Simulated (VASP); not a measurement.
# Si2Sn (Cmmm) in VASP: single point with PBE

Aim: the single point of Si2Sn with PBE.

All numbers are computed with VASP 6.6.1; they aren't measurements. Logs are shortened: lines on timing, memory, paths and dates and some standing lists are left out, and cuts for length are marked.

## Step 1: The cell of the first run

The structure is orthorhombic, space group Cmmm (No. 65). Conventional cell: a = 4.903 Å, b = 9.474 Å, c = 2.874 Å, α = 90.00°, β = 90.00°, γ = 90.00°. Si (site symmetry 2/m) has 4 Si at 2.45 to 2.87 Å and 4 Sn at 3.03 Å within 3.2 Å. Sn (site symmetry mmm) has 2 Sn at 2.87 Å and 8 Si at 3.03 Å within 3.8 Å.

The cell was built from a structure type or drawn by symmetry, and may not be a known phase.

## Step 2: Single point, PBE

Contents of INCAR:

```
SYSTEM = Si2Sn
PREC = Accurate ; ENCUT = 500
EDIFF = 1E-6 ; ISMEAR = 0
SIGMA = 0.2 ; LREAL = .False.
LASPH = .True. ; NELM = 120
ALGO = Normal ; ISIF = 2
LWAVE = .False. ; LCHARG = .True.
GGA = PE ; LELF = .True.
LVHAR = .True. ; NBANDS = 18
GGA_COMPAT = .False.
```

Contents of KPOINTS:

```
regular mesh
0
Gamma
  4 4 7
  0 0 0
```

Contents of POSCAR:

```
Si2Sn
1.0
    2.4516823541     -4.7368109446      0.0000000000
    2.4516823541      4.7368109446      0.0000000000
    0.0000000000      0.0000000000      2.8738458160
Si Sn
2 1
Direct
    0.5000000000      0.0000000000      0.0000000000
    0.0000000000      0.5000000000      0.0000000000
    0.5000000000      0.5000000000      0.5000000000
```

Potentials or basis: VASP PAW PBE potentials, release 64 (Si, Sn_d).

Started as:

```console
> cat potpaw_PBE.64/Si/POTCAR potpaw_PBE.64/Sn_d/POTCAR > POTCAR
> mpirun -np 1 vasp_std > vasp.out
```

OUTCAR:

```text
SYSTEM = Si2Sn
   PREC = Accurate
   ENCUT = 500
   EDIFF = 1E-6
   ISMEAR = 0
   LREAL = .False.
   LASPH = .True.
   NELM = 120
   ISIF = 2
   GGA = PE

 ion  position               nearest neighbor table
   1  0.500  0.000  0.000-   2 2.45   2 2.45   3 3.03   3 3.03   3 3.03   3 3.03
   2  0.000  0.500  0.000-   1 2.45   1 2.45   3 3.03   3 3.03   3 3.03   3 3.03
   3  0.500  0.500  0.500-   1 3.03   2 3.03   1 3.03   2 3.03   1 3.03   1 3.03   2 3.03   2 3.03

  LATTYP: Found a base centered orthorhombic cell.
 ALAT       =     4.9033647082
 B/A-ratio  =     1.9320655209
 C/A-ratio  =     0.5860966881

  Lattice vectors:

 A1 = (   2.4516823541,  -4.7368109446,   0.0000000000)
 A2 = (   2.4516823541,   4.7368109446,   0.0000000000)
 A3 = (   0.0000000000,   0.0000000000,   2.8738458160)

Analysis of symmetry for initial positions (statically):
=====================================================================
 Subroutine PRICEL returns:
 Original cell was already a primitive cell.

 Routine SETGRP: Setting up the symmetry group for a
 base centered orthorhombic supercell.

 Subroutine GETGRP returns: Found  8 space group operations
 (whereof  8 operations were pure point group operations)
 out of a pool of  8 trial point group operations.

The static configuration has the point symmetry D_2h.

Analysis of symmetry for dynamics (positions and initial velocities):
=====================================================================
 Subroutine PRICEL returns:
 Original cell was already a primitive cell.

 Routine SETGRP: Setting up the symmetry group for a
 base centered orthorhombic supercell.

 Subroutine GETGRP returns: Found  8 space group operations
 (whereof  8 operations were pure point group operations)
 out of a pool of  8 trial point group operations.

The dynamic configuration has the point symmetry D_2h.

 Subroutine INISYM returns: Found  8 space group operations
 (whereof  8 operations are pure point group operations),
 and found     1 'primitive' translations

----------------------------------------------------------------------------------------

                                     Primitive cell

  volume of cell :      66.7488

  direct lattice vectors                    reciprocal lattice vectors
     2.451682354 -4.736810945  0.000000000     0.203941591 -0.105556250  0.000000000
     2.451682354  4.736810945  0.000000000     0.203941591  0.105556250  0.000000000
     0.000000000  0.000000000  2.873845816     0.000000000  0.000000000  0.347965780

  length of vectors
     5.333678308  5.333678308  2.873845816     0.229639488  0.229639488  0.347965780

  position of ions in fractional coordinates (direct lattice)
     0.500000000  0.000000000  0.000000000
     0.000000000  0.500000000  0.000000000
     0.500000000  0.500000000  0.500000000

  ion indices of the primitive-cell ions
   primitive index   ion index
                 1           1
                 2           2
                 3           3

----------------------------------------------------------------------------------------

 KPOINTS: regular mesh

Automatic generation of k-mesh.
 Grid dimensions read from file:
 generate k-points for:    4    4    7

 Generating k-lattice:

  Cartesian coordinates                     Fractional coordinates (reciprocal lattice)
     0.050985398 -0.026389062  0.000000000     0.250000000  0.000000000  0.000000000
     0.050985398  0.026389062  0.000000000     0.000000000  0.250000000  0.000000000
     0.000000000  0.000000000  0.049709397     0.000000000  0.000000000  0.142857143

  Length of vectors
     0.057409872  0.057409872  0.049709397

  Shift w.r.t. Gamma in fractional coordinates (k-lattice)
     0.000000000  0.000000000  0.000000000

 Subroutine IBZKPT returns following result:
 ===========================================

 Found     28 irreducible k-points:

 Following reciprocal coordinates:
            Coordinates               Weight
  0.000000  0.000000  0.000000      1.000000
  0.250000 -0.000000  0.000000      4.000000
  0.500000 -0.000000  0.000000      2.000000
  0.250000  0.250000  0.000000      2.000000
  0.500000  0.250000  0.000000      4.000000
 -0.250000  0.250000  0.000000      2.000000
[... 16 lines left out ...]
  0.250000 -0.000000  0.428571      8.000000
  0.500000 -0.000000  0.428571      4.000000
 [... further k-points ...]
   k-points           NKPTS =     28   k-points in BZ     NKDIM =     28   number of bands    NBANDS=     18
   number of dos      NEDOS =    301   number of ions     NIONS =      3
   total plane-waves  NPLWV =  38400
   dimension x,y,z NGX =    40 NGY =   40 NGZ =   24
   dimension x,y,z NGXF=    80 NGYF=   80 NGZF=   48
   ions per type =               2   1
   NGX,Y,Z   is equivalent  to a cutoff of  12.47, 12.47, 13.88 a.u.
   NGXF,Y,Z  is equivalent  to a cutoff of  24.94, 24.94, 27.77 a.u.
 SYSTEM =  Si2Sn
   PREC   = accura    normal or accurate (medium, high low for compatibility)
   ISTART =      0    job   : 0-new  1-cont  2-samecut
   ICHARG =      2    charge: 1-file 2-atom 10-const
   ISPIN  =      1    spin polarized calculation?
   LNONCOLLINEAR =      F non collinear calculations
   LSORBIT =      F    spin-orbit coupling
   LASPH  =      T    aspherical Exc in radial PAW
   ENCUT  =  500.0 eV  36.75 Ry    6.06 a.u.   9.72  9.72  5.24*2*pi/ulx,y,z
   NELM   =    120;   NELMIN=  2; NELMDL= -5     # of ELM steps
   EDIFF  = 0.1E-05   stopping-criterion for ELM
   LREAL  =      F    real-space projection
   EDIFFG = 0.1E-04   stopping-criterion for IOM
   NSW    =      0    number of steps for IOM
   IBRION =     -1    ionic relax: 0-MD 1-quasi-New 2-CG
   NFREE  =      0    steps in history (QN), initial steepest desc. (CG)
   ISIF   =      2    stress and relaxation
   ISYM   =      2    0-nonsym 1-usesym 2-fastsym
   POTIM  = 0.5000    time-step for ionic-motion
   TEBEG  =    0.0;   TEEND  =   0.0 temperature during run
   PSTRESS=    0.0 pullay stress
   NELECT =      22.0000    total number of electrons
   NUPDOWN=      -1.0000    fix difference up-down
   EMIN   =  10.00;   EMAX   =-10.00  energy-range for DOS
   EFERMI =   0.00;   METHOD = LEGACY
   ISMEAR =     0;   SIGMA  =   0.20  broadening in eV -4-tet -1-fermi 0-gaus
   EFERMI_NEDOS =   21; number of points for ismear=-14 and -15
   IALGO  =     38    algorithm
   IMIX   =      4    mixing-type and parameters
     AMIX     =   0.40;   BMIX     =  1.00
     AMIX_MAG =   1.60;   BMIX_MAG =  1.00
  volume/ion in A,a.u.               =      22.25       150.15
  Fermi-wavevector in a.u.,A,eV,Ry     =   1.130840  2.136978 17.399117  1.278799
  Thomas-Fermi vector in A             =   2.267537
   LORBIT       =      0    0 simple, 1 ext, 2 COOP (PROOUT), +10 PAW based schemes
   GGA     = PE    functional components
   LHFCALC =     F    Hartree Fock is set to
   AEXX    =    0.0000 exact exchange contribution
   IVDW    =     0    specifies the selected vdW correction
   LEPSILON=     F    determine dielectric tensor
   LRPA    =     F    only Hartree local field effects (RPA)
 non-spin polarized calculation
 Gauss-broadening in eV      SIGMA  =   0.20
  energy-cutoff  :      500.00
  volume of cell :       66.75
 maximum number of plane-waves:      1718
 NGX is ok and might be reduce to    40
   NGX = 19   NGY = 19   NGZ = 11

 number of electron      22.0000004 magnetization

 Free energy of the ion-electron system (eV)
  ---------------------------------------------------
  ext. energy  EPLUGINS =         0.00000000
  ---------------------------------------------------
  free energy    TOTEN  =       -13.15014761 eV

  energy without entropy =      -13.13215349  energy(sigma->0) =      -13.14115055

 E-fermi :   6.9519     XC(G=0):  -9.8537

 val. band max:        6.8691949268   @ k =   0.0000   0.0000   0.4286
 cond. band min:       7.0275024748   @ k =   0.2500   0.2500   0.4286
 fundamental gap:      0.1583075480
 Fermi energy:         6.9519004162

 k-point     1 :       0.0000    0.0000    0.0000
  band No.  band energies     occupation
      1     -14.9292      2.00000
      2     -14.5821      2.00000
      3     -14.5807      2.00000
      4     -14.4879      2.00000
      5     -14.4761      2.00000
      6      -5.2783      2.00000
[... 10 lines left out ...]
     17      15.6144      0.00000
     18      17.3430      0.00000

 k-point     2 :       0.2500   -0.0000    0.0000
  band No.  band energies     occupation
      1     -14.9289      2.00000
      2     -14.5823      2.00000
      3     -14.5790      2.00000
      4     -14.4880      2.00000
      5     -14.4762      2.00000
      6      -4.8692      2.00000
[... 10 lines left out ...]
     17      14.8551      0.00000
     18      15.2922      0.00000

 k-point     3 :       0.5000   -0.0000    0.0000
  band No.  band energies     occupation
      1     -14.9285      2.00000
      2     -14.5826      2.00000
      3     -14.5772      2.00000
      4     -14.4880      2.00000
      5     -14.4763      2.00000
      6      -4.0467      2.00000
[... 10 lines left out ...]
     17      14.9800      0.00000
     18      15.3872      0.00000

 k-point     4 :       0.2500    0.2500    0.0000
  band No.  band energies     occupation
      1     -14.9285      2.00000
      2     -14.5817      2.00000
      3     -14.5780      2.00000
      4     -14.4880      2.00000
      5     -14.4764      2.00000
      6      -4.0857      2.00000
[... 10 lines left out ...]
     17      14.3582      0.00000
     18      15.8073      0.00000

 k-point     5 :       0.5000    0.2500    0.0000
  band No.  band energies     occupation
      1     -14.9285      2.00000
      2     -14.5807      2.00000
      3     -14.5780      2.00000
      4     -14.4881      2.00000
      5     -14.4763      2.00000
      6      -4.2181      2.00000
[... 10 lines left out ...]
     17      13.8853      0.00000
     18      15.3052      0.00000

 k-point     6 :      -0.2500    0.2500    0.0000
  band No.  band energies     occupation
      1     -14.9289      2.00000
      2     -14.5804      2.00000
      3     -14.5797      2.00000
      4     -14.4880      2.00000
      5     -14.4761      2.00000
      6      -4.9290      2.00000
[... 10 lines left out ...]
     17      15.5977      0.00000
     18      15.8021      0.00000

 k-point     7 :       0.5000    0.5000    0.0000
  band No.  band energies     occupation
      1     -14.9285      2.00000
      2     -14.5788      2.00000
      3     -14.5787      2.00000
      4     -14.4881      2.00000
      5     -14.4762      2.00000
      6      -4.2652      2.00000
[... 10 lines left out ...]
     17      13.7979      0.00000
     18      14.7652      0.00000

 k-point     8 :       0.0000    0.0000    0.1429
  band No.  band energies     occupation
      1     -14.8209      2.00000
      2     -14.5762      2.00000
      3     -14.5750      2.00000
      4     -14.5334      2.00000
      5     -14.5179      2.00000
      6      -4.9189      2.00000
[... 10 lines left out ...]
     17      14.3731      0.00000
     18      16.5665      0.00000
[... 229 lines left out ...]
     17      13.6694      0.00000
     18      14.1368      0.00000

 k-point    20 :      -0.2500    0.2500    0.2857
  band No.  band energies     occupation
      1     -14.6350      2.00000
      2     -14.6105      2.00000
      3     -14.5752      2.00000
      4     -14.5619      2.00000
      5     -14.5605      2.00000
      6      -3.5027      2.00000
[... 10 lines left out ...]
     17      12.1876      0.00000
     18      13.3901      0.00000

 k-point    21 :       0.5000    0.5000    0.2857
  band No.  band energies     occupation
      1     -14.6362      2.00000
      2     -14.6107      2.00000
      3     -14.5743      2.00000
      4     -14.5608      2.00000
      5     -14.5603      2.00000
      6      -2.8761      2.00000
[... 10 lines left out ...]
     17      12.1621      0.00000
     18      14.0281      0.00000

 k-point    22 :       0.0000    0.0000    0.4286
  band No.  band energies     occupation
      1     -14.7124      2.00000
      2     -14.6830      2.00000
      3     -14.5525      2.00000
      4     -14.5522      2.00000
      5     -14.3743      2.00000
      6      -2.1897      2.00000
[... 10 lines left out ...]
     17      10.8511      0.00000
     18      11.8249      0.00000

 k-point    23 :       0.2500   -0.0000    0.4286
  band No.  band energies     occupation
      1     -14.7131      2.00000
      2     -14.6837      2.00000
      3     -14.5526      2.00000
      4     -14.5512      2.00000
      5     -14.3735      2.00000
      6      -1.7697      2.00000
[... 10 lines left out ...]
     17      12.3452      0.00000
     18      13.7072      0.00000

 k-point    24 :       0.5000   -0.0000    0.4286
  band No.  band energies     occupation
      1     -14.7139      2.00000
      2     -14.6844      2.00000
      3     -14.5527      2.00000
      4     -14.5501      2.00000
      5     -14.3727      2.00000
      6      -0.8649      2.00000
[... 10 lines left out ...]
     17      11.6210      0.00000
     18      14.6938      0.00000

 [... further k-points ...]
[... 5 lines left out ...]
  --------------------------------------------------------------------------------------
  -------------------------------------------------------------------------------------
  Total        0.0142095      0.2605875     -0.0141068     -0.0000000      0.0000000      0.0000000
  in kB        0.3410719      6.2549006     -0.3386073     -0.0000000      0.0000000      0.0000000
  external PRESSURE =       2.0857884 kB  Pullay stress =       0.0000000 kB

 VOLUME and BASIS-vectors are now :
 -----------------------------------------------------------------------------
  energy-cutoff  :      500.00
  volume of cell :       66.75
      direct lattice vectors                 reciprocal lattice vectors
     2.451682354 -4.736810945  0.000000000     0.203941591 -0.105556250  0.000000000
     2.451682354  4.736810945  0.000000000     0.203941591  0.105556250  0.000000000
     0.000000000  0.000000000  2.873845816     0.000000000  0.000000000  0.347965780

 POSITION                                       TOTAL-FORCE (eV/Angst)
 -----------------------------------------------------------------------------------
      1.22584     -2.36841      0.00000        -0.000000     -0.000000      0.000000
      1.22584      2.36841      0.00000         0.000000     -0.000000      0.000000
      2.45168      0.00000      1.43692         0.000000      0.000000      0.000000
 -----------------------------------------------------------------------------------
    total drift:                                0.000000      0.000000     -0.000000

  FREE ENERGIE OF THE ION-ELECTRON SYSTEM (eV)
  ---------------------------------------------------
  free  energy   TOTEN  =       -13.1501476064 eV

  energy  without entropy=      -13.1321534939  energy(sigma->0) =      -13.14115055
```

Run time: 20 s. Hardware: 1 thread of AMD EPYC 9R45 (Zen 5), shared host; peak memory 0.16 GiB.

What came out:

| Property | Result |
| --- | --- |
| Free energy | -13.1501 eV |
| Pressure | 0.2 GPa |
| Band gap on the k mesh | zero (bands 11 and 12 overlap by 2.61 eV) |

Stress tensor (GPa, compression positive):
```
 0.03  0.00  0.00
 0.00  0.63  0.00
 0.00  0.00 -0.03
```

Levels at points of the mesh, in eV from the Fermi level:
```csv
k point,band 7,band 8,band 9,band 10,band 11,band 12,band 13,band 14,band 15,band 16
"(0.00, 0.00, 0.00)",-6.37,-5.96,-5.24,-3.64,-2.52,2.04,4.15,6.71,7.07,8.35
"(0.50, 0.00, 0.00)",-9.86,-6.95,-4.42,0.41,0.66,1.84,2.06,5.41,5.95,7.80
"(0.50, 0.50, 0.00)",-9.97,-6.01,-4.61,0.94,1.17,1.26,1.50,4.74,5.83,6.22
```

Caveat: the k points lie up to 0.36 Å⁻¹ apart, too coarse for converged energies and pressures of a metal; spin-orbit coupling is left out, which moves the levels of the heavy elements.
